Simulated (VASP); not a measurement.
Wanted: the native input for a VASP 6.6.1 run.

- Task: single point
- Functional: PBE
- Potentials or basis: VASP PAW PBE potentials, release 64 (P, C)
- Cutoff: 520 eV
- k mesh: 4 × 4 × 4
- Occupations: gaussian, width 0.1 eV
- Spin: collinear spin, ferromagnetic start
- Starting moments: [0.0, 0.0, 0.0, 0.0, 1.0] μB
- Dipole correction: no
- Further INCAR settings: ALGO = Normal; EDIFF = 1e-06; NBANDS = 24

The structure of P4C lies in POSCAR:

```
P4C
1.0
   -2.8612996800      2.8612996800      2.8612996800
    2.8612996800     -2.8612996800      2.8612996800
    2.8612996800      2.8612996800     -2.8612996800
P C
4 1
Direct
    0.0000000000      0.0000000000      0.5000000000
    0.5000000000      0.0000000000      0.0000000000
    0.0000000000      0.5000000000      0.0000000000
    0.5000000000      0.5000000000      0.5000000000
    0.0000000000      0.0000000000      0.0000000000
```

These files were run (other wordings do the same):

INCAR

```
SYSTEM = P4C
PREC = Accurate ; ENCUT = 520
EDIFF = 1E-6 ; ISMEAR = 0
SIGMA = 0.1 ; LREAL = .False.
LASPH = .True. ; NELM = 150
ALGO = Normal ; ISIF = 2
LWAVE = .False. ; LCHARG = .False.
ISPIN = 2 ; MAGMOM = 0 0 0 0 1
LORBIT = 11 ; GGA = PE
NBANDS = 24
```

KPOINTS

```
Automatic mesh
0
Gamma
  4 4 4
  0 0 0
```

Potentials or basis: VASP PAW PBE potentials, release 64 (P, C).

Run with:

```sh
$ cat potpaw_PBE.64/P/POTCAR potpaw_PBE.64/C/POTCAR > POTCAR
$ mpirun -np 1 vasp_std > vasp.out
```

It gave:

* Pressure: -16.6 GPa
* Net moment: 0.38 μB per cell
* Site moments: P +0.00; C +0.18 μB
* Valence electrons inside the program's atomic spheres: P 2.26; C 2.08

Caveat: the k points lie up to 0.39 Å⁻¹ apart.

Run time: 21 s on 1 thread of Intel(R) Xeon(R) 6975P-C (Granite Rapids) (shared host), peak memory 0.28 GiB.
